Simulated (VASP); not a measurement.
# Mo (Fm-3m) in VASP: notebook, part 3 of 3

VASP 6.6.1. The steps go on from the part before.

## 6. Single point, BLYP+D3(BJ), non-collinear spin, zero start, spin-orbit coupling

This run uses another cell than the first one, of 17.02 Å³/atom, 1.083 times its volume.

Contents of INCAR:

```
SYSTEM = Mo
PREC = Accurate
ENCUT = 520
EDIFF = 1E-7
ISMEAR = -1
SIGMA = 0.05
LREAL = .False.
LASPH = .True.
NELM = 150
ALGO = Normal
ISIF = 2
LWAVE = .False.
LCHARG = .False.
MAGMOM = 0 0 0
LORBIT = 11
LSORBIT = .True.
GGA_COMPAT = .False.
LORBMOM = .True.
LMAXMIX = 4
GGA = B5
ALDAX = 1.0
AGGAX = 1.0
AGGAC = 1.0
ALDAC = 0.0
IVDW = 12
VDW_S6 = 1.0
VDW_S8 = 2.6996
VDW_A1 = 0.4298
VDW_A2 = 4.2359
NBANDS = 25
```

Contents of KPOINTS:

```
Automatic mesh
0
Gamma
  11 11 11
  0 0 0
```

Contents of POSCAR:

```
Mo
1.0
    0.0000000000      2.0415161987      2.0415161987
    2.0415161987      0.0000000000      2.0415161987
    2.0415161987      2.0415161987      0.0000000000
Mo
1
Direct
    0.0000000000      0.0000000000      0.0000000000
```

Potentials or basis: VASP PAW PBE potentials, release 64 (Mo_sv).

Launch:

```
$ cat potpaw_PBE.64/Mo_sv/POTCAR > POTCAR
$ mpirun -np 1 vasp_ncl > vasp.out
```

OUTCAR:

```text
SYSTEM = Mo
   PREC = Accurate
   ENCUT = 520
   EDIFF = 1E-7
   ISMEAR = -1
   LREAL = .False.
   LASPH = .True.
   NELM = 150
   ISIF = 2
   LORBIT = 11
   LSORBIT = .True.
   GGA = B5
   IVDW = 12
 IVDW          = 12

 ion  position               nearest neighbor table
   1  0.000  0.000  0.000-

  LATTYP: Found a face centered cubic cell.
 ALAT       =     4.0830323974

  Lattice vectors:

 A1 = (   0.0000000000,   2.0415161987,   2.0415161987)
 A2 = (   2.0415161987,   0.0000000000,   2.0415161987)
 A3 = (   2.0415161987,   2.0415161987,   0.0000000000)

Analysis of symmetry for initial positions (statically):
=====================================================================
 Subroutine PRICEL returns:
 Original cell was already a primitive cell.

 Routine SETGRP: Setting up the symmetry group for a
 face centered cubic supercell.

 Subroutine GETGRP returns: Found 48 space group operations
 (whereof 48 operations were pure point group operations)
 out of a pool of 48 trial point group operations.

The static configuration has the point symmetry O_h .

Analysis of symmetry for dynamics (positions and initial velocities):
=====================================================================
 Subroutine PRICEL returns:
 Original cell was already a primitive cell.

 Routine SETGRP: Setting up the symmetry group for a
 face centered cubic supercell.

 Subroutine GETGRP returns: Found 48 space group operations
 (whereof 48 operations were pure point group operations)
 out of a pool of 48 trial point group operations.

The dynamic configuration has the point symmetry O_h .

Analysis of structural, dynamic, and magnetic symmetry:
=====================================================================
 Subroutine PRICEL returns:
 Original cell was already a primitive cell.

 Routine SETGRP: Setting up the symmetry group for a
 face centered cubic supercell.

 Subroutine GETGRP returns: Found 48 space group operations
 (whereof 48 operations were pure point group operations)
 out of a pool of 48 trial point group operations.

The overall configuration has the point symmetry O_h .

 Subroutine INISYM returns: Found 48 space group operations
 (whereof 48 operations are pure point group operations),
 and found     1 'primitive' translations

----------------------------------------------------------------------------------------

                                     Primitive cell

  volume of cell :      17.0172

  direct lattice vectors                    reciprocal lattice vectors
     0.000000000  2.041516199  2.041516199    -0.244916009  0.244916009  0.244916009
     2.041516199  0.000000000  2.041516199     0.244916009 -0.244916009  0.244916009
     2.041516199  2.041516199  0.000000000     0.244916009  0.244916009 -0.244916009

  length of vectors
     2.887139896  2.887139896  2.887139896     0.424206971  0.424206971  0.424206971

  position of ions in fractional coordinates (direct lattice)
     0.000000000  0.000000000  0.000000000

  ion indices of the primitive-cell ions
   primitive index   ion index
                 1           1

----------------------------------------------------------------------------------------

[... 98 lines left out ...]
   LEPSILON=     F    determine dielectric tensor
   LRPA    =     F    only Hartree local field effects (RPA)
  energy-cutoff  :      520.00
  volume of cell :       17.02
 maximum number of plane-waves:       946
 NGX is ok and might be reduce to    24
   NGX = 11   NGY = 11   NGZ = 11

 number of electron      14.0000000 magnetization       0.0000000      0.0000000      0.0000000

 number of electron      14.0000001 magnetization      -0.0000000     -0.0000000     -0.0000000

 number of electron      14.0000001 magnetization      -0.0000000      0.0000000      0.0000000

 number of electron      14.0000001 magnetization       0.0000000     -0.0000000     -0.0000000

 Free energy of the ion-electron system (eV)
  ---------------------------------------------------
  ext. energy  EPLUGINS =         0.00000000
  ---------------------------------------------------
  free energy    TOTEN  =        -9.21222136 eV

  energy without entropy =       -9.19871535  energy(sigma->0) =       -9.20546836

 E-fermi :  11.4313     XC(G=0): -12.2658

 val. band max:       11.4294132471   @ k =  -0.4545   0.1818   0.0909
 cond. band min:      11.4765601702   @ k =  -0.3636   0.1818   0.0000
 fundamental gap:      0.0471469232
 Fermi energy:        11.4312576512

 k-point     1 :       0.0000    0.0000    0.0000
  band No.  band energies     occupation
      1     -49.1233      1.00000
      2     -49.1233      1.00000
      3     -24.3921      1.00000
      4     -24.3921      1.00000
      5     -21.8917      1.00000
      6     -21.8917      1.00000
[... 661 lines left out ...]
     24      28.1530      0.00000
     25      30.1166      0.00000

 [... further k-points ...]

------------------------ aborting loop because EDIFF is reached ----------------------------------------

 Edisp (eV)   -1.54151

 E8    (eV) :    -1.1727

  FORCE on cell =-STRESS in cart. coord.  units (eV):
  Direction    XX          YY          ZZ          XY          YZ          ZX
  --------------------------------------------------------------------------------------
  -------------------------------------------------------------------------------------
  Total      -1.97379    -1.97379    -1.97379     0.00000     0.00000    -0.00000
  in kB    -185.83330  -185.83330  -185.83330     0.00000     0.00000    -0.00000
  external pressure =     -185.83 kB  Pullay stress =        0.00 kB

 VOLUME and BASIS-vectors are now :
 -----------------------------------------------------------------------------
  energy-cutoff  :      520.00
  volume of cell :       17.02
      direct lattice vectors                 reciprocal lattice vectors
     0.000000000  2.041516199  2.041516199    -0.244916009  0.244916009  0.244916009
     2.041516199  0.000000000  2.041516199     0.244916009 -0.244916009  0.244916009
     2.041516199  2.041516199  0.000000000     0.244916009  0.244916009 -0.244916009

 POSITION                                       TOTAL-FORCE (eV/Angst)
 -----------------------------------------------------------------------------------
      0.00000      0.00000      0.00000         0.000000      0.000000      0.000000
 -----------------------------------------------------------------------------------
    total drift:                               -0.000000      0.000000     -0.000000

  FREE ENERGIE OF THE ION-ELECTRON SYSTEM (eV)
  ---------------------------------------------------
  free  energy   TOTEN  =       -10.7537351697 eV

  energy  without entropy=      -10.7402291603  energy(sigma->0) =      -10.74698216

 orbital moment (x)

 # of ion     p       d       tot
 ----------------------------------------
  1         0.000   0.000   0.000
 ----------------------------------------
            0.000   0.000   0.000

 orbital moment (y)

 # of ion     p       d       tot
 ----------------------------------------
  1         0.000  -0.000  -0.000
 ----------------------------------------
            0.000  -0.000  -0.000

 orbital moment (z)

 # of ion     p       d       tot
 ----------------------------------------
  1         0.000  -0.000  -0.000
 ----------------------------------------
            0.000  -0.000  -0.000

 Spin-Orbit-Coupling matrix elements

 Ion:    1  E_soc:     -0.2145615
 l=   1
     0.0000000    -0.0302901    -0.0302901
    -0.0302901     0.0000000    -0.0302901
    -0.0302901    -0.0302901     0.0000000
 l=   2
     0.0000000    -0.0011946     0.0000000    -0.0011946    -0.0042756
    -0.0011946     0.0000000    -0.0032067    -0.0011946    -0.0010689
     0.0000000    -0.0032067     0.0000000    -0.0032067     0.0000000
    -0.0011946    -0.0011946    -0.0032067     0.0000000    -0.0010689
    -0.0042756    -0.0010689     0.0000000    -0.0010689     0.0000000
 l=   3
     0.0000000     0.0000000     0.0000000     0.0000000     0.0000000     0.0000000     0.0000000
     0.0000000     0.0000000     0.0000000     0.0000000     0.0000000     0.0000000     0.0000000
     0.0000000     0.0000000     0.0000000     0.0000000     0.0000000     0.0000000     0.0000000
     0.0000000     0.0000000     0.0000000     0.0000000     0.0000000     0.0000000     0.0000000
     0.0000000     0.0000000     0.0000000     0.0000000     0.0000000     0.0000000     0.0000000
     0.0000000     0.0000000     0.0000000     0.0000000     0.0000000     0.0000000     0.0000000
     0.0000000     0.0000000     0.0000000     0.0000000     0.0000000     0.0000000     0.0000000

 total charge

# of ion       s       p       d       tot
------------------------------------------
    1        2.362   6.153   3.905  12.419

 magnetization (x)

# of ion       s       p       d       tot
------------------------------------------
    1        0.000   0.000   0.000   0.000

 magnetization (y)

# of ion       s       p       d       tot
------------------------------------------
    1        0.000  -0.000  -0.000  -0.000

 magnetization (z)

# of ion       s       p       d       tot
------------------------------------------
    1        0.000  -0.000   0.000   0.000
```

It took 40 s on 1 thread of Intel Xeon Platinum 8375C at 2.90GHz (Ice Lake), shared host; peak memory 0.22 GiB.

Results:

```yaml
Free_energy: -10.7537 eV
Pressure: -18.6 GPa
Net_moment: 0.00 μB per cell
Valence_electrons_inside_the_program's_atomic_spheres: Mo 12.42
Dispersion_energy_per_atom: -1.542 eV
```

Moments on the atoms (μB; x, y, z):
```
Mo  0.00 0.00 0.00
```

Caveat: three body term missing; the PAW data sets were made with another functional, which shifts forces and pressure a little.

## 7. The runs side by side

```tsv
cell	pressure (GPa)	moment (μB)
a = 2.811 Å, angles 60.0°, 1 atom	-2.7	0.00
a = 2.831 Å, angles 60.0°, 1 atom	-7.3	0.00
a = 2.850 Å, angles 60.0°, 1 atom	-11.5	0.00
a = 2.869 Å, angles 60.0°, 1 atom	-15.2	0.00
a = 2.887 Å, angles 60.0°, 1 atom	-18.6	0.00
```

Alike in all rows: task single point; level BLYP+D3(BJ); potentials or basis VASP PAW PBE potentials, release 64 (Mo_sv); spin non-collinear, zero start, SOC; k mesh 11 × 11 × 11; cutoff (eV) 520; smearing fermi-dirac 0.05 eV.

Caveats: three body term missing; the PAW data sets were made with another functional, which shifts forces and pressure a little.

Total energies depend on the potentials used, so only differences within one code and one set of settings carry meaning.
